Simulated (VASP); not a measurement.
Input of a VASP 6.6.1 run:

The input INCAR:

```
SYSTEM = Se
ALGO = Normal ; EDIFF = 1E-6
EDIFFG = -0.005 ; ENCUT = 600
GGA = PE ; IBRION = 2
ISIF = 3 ; ISMEAR = -1
LASPH = .True. ; LCHARG = .False.
LREAL = .False. ; LWAVE = .False.
NELM = 80 ; NSW = 32
PREC = Accurate ; PSTRESS = 2200.0
SIGMA = 0.1
```

Contents of KPOINTS:

```
k-points
0
Gamma
  14 14 14
  0 0 0
```

POSCAR

```
Se
1.0
    0.0000000000      2.3237639704      2.3237639704
    2.3237639704      0.0000000000      2.3237639704
    2.3237639704      2.3237639704      0.0000000000
Se
2
Direct
   -0.1250000000     -0.1250000000     -0.1250000000
    0.1250000000      0.1250000000      0.1250000000
```

Potentials or basis: VASP PAW PBE potentials, release 64 (Se).

Launch:

```bash
$ cat potpaw_PBE.64/Se/POTCAR > POTCAR
$ mpirun -np 1 vasp_std > vasp.out
```

(1) Predict the band gap on the k mesh.

(2) Estimate the relaxed cell.

(3) Estimate the relaxed volume.

(4) Estimate the space group after relaxing (to 0.05 Å).

## Answers

(1) zero (band 6 reaches 15.93 eV, above the bottom of band 7 at 10.80 eV).

(2) a = 3.293 Å, b = 3.293 Å, c = 3.293 Å, α = 60.00°, β = 60.00°, γ = 60.00°.

(3) 12.62 Å³/atom.

(4) Fd-3m (No. 227).

Caveat: the cell is relaxed towards a set pressure, so the enthalpy falls and the energy may rise.
